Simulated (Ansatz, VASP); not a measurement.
## Ga: VASP beside Ansatz

```
Ga
1.0
     1.40120   -4.07949    0.00000
     1.40120    4.07949    0.00000
    -0.11899    0.00000    3.37375
Ga
2
Cartesian
  1.3120 3.0107 2.5303
  1.3715 -3.0107 0.8434
```

Change from the starting cell: volume scaled by 1.04.

Alike in both runs: task single point; functional PBEsol; k mesh 10 × 10 × 8; occupations fermi-dirac, width 0.05 eV; no spin polarisation.

|  | VASP | Ansatz |
| --- | --- | --- |
| version | VASP 6.6.1 | Ansatz 0.2.0 |
| potentials or method | VASP PAW PBE potentials, release 64 (Ga_d), cutoff 520 eV | all-electron LAPW, scalar-relativistic |

|  | VASP | Ansatz | Ansatz less VASP |
| --- | --- | --- | --- |
| gap on the k mesh at the Fermi level (eV) | none | none | - |
| pressure (GPa) | -3.8 | -3.8 | +0.01 |
| traceless stress, the component that is largest in VASP (GPa) | -0.71 | -0.70 | +0.011 |
| rms of the force components (eV/Å) | 0.104 | 0.103 | -0.0011 |

VASP's potentials were made for PBE, not for PBEsol. Atom by atom the forces differ by 0.001 eV/Å (rms over components). A gap of «none» marks a metal or a gap that the smearing closes. Ansatz ran all-electron here, and VASP with PAW potentials.
